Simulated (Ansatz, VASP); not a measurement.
## Two plane-wave programs on TaN

The input INCAR:

```
SYSTEM = TaN
ALGO = Normal
EDIFF = 1E-6
ENCUT = 600
GGA = CA
GGA_COMPAT = .FALSE.
ISIF = 2
ISMEAR = 0
LASPH = .TRUE.
LCHARG = .FALSE.
LMAXMIX = 4
LORBIT = 11
LORBMOM = .TRUE.
LREAL = .FALSE.
LSORBIT = .TRUE.
LWAVE = .FALSE.
MAGMOM = 0 0 0 0 0 0
NBANDS = 28
NELM = 200
PREC = Accurate
SIGMA = 0.05
```

Contents of KPOINTS:

```
k-points
0
G
  10 10 10
  0 0 0
```

File POSCAR:

```
TaN
1.0
    0.0000000000      2.1790013101      2.1790013101
    2.1790013101      0.0000000000      2.1790013101
    2.1790013101      2.1790013101      0.0000000000
Ta N
1 1
Direct
    0.5000000000      0.5000000000      0.5000000000
    0.0000000000      0.0000000000      0.0000000000
```

Input for Ansatz:

```yaml
crystal:
  lattice:
    - [0.0, 2.1790013101, 2.1790013101]
    - [2.1790013101, 0.0, 2.1790013101]
    - [2.1790013101, 2.1790013101, 0.0]
  atoms:
    - { symbol: Ta, position: [0.5, 0.5, 0.5] }
    - { symbol: "N", position: [0.0, 0.0, 0.0] }
basis:
  ecutwfc: 420
  ecutrho_ratio: 4
kpoints:
  mp_grid: { grid: [10, 10, 10] }
hamiltonian:
  xc: lda
scf:
  occupations: { method: gaussian, width: 0.05 }
output:
  forces: true
  stress: true
  eigenvalues: true
  populations: true
  states_by_energy: { minimum_broadening: 0.05 }
magnetization:
  noncollinear: true
  spin_orbit: true
```

Alike in both runs: task single point; functional LDA; k mesh 10 × 10 × 10; occupations gaussian, width 0.05 eV; non-collinear spin, spin-orbit coupling.

|  | VASP | Ansatz |
| --- | --- | --- |
| version | VASP 6.6.1 | Ansatz 0.2.0 |
| potentials or method | VASP PAW LDA potentials, release 64 (Ta_pv, N), cutoff 600 eV | plane waves, PAW |
| valence electrons in the cell | 16 | 18 |

Ansatz gave:

* pressure (GPa): -2.7
* net moment per atom (μB): 0.00

Q: Estimate VASP's values.

A: Pressure (GPa): 0.0; net moment per atom (μB): 0.00.

LDA's correlation is that of Perdew and Zunger in VASP and of Perdew and Wang (1992) in Ansatz. VASP's potentials hold 16 valence electrons a cell and Ansatz's 18, so a difference there can come from the potentials and not from the codes.
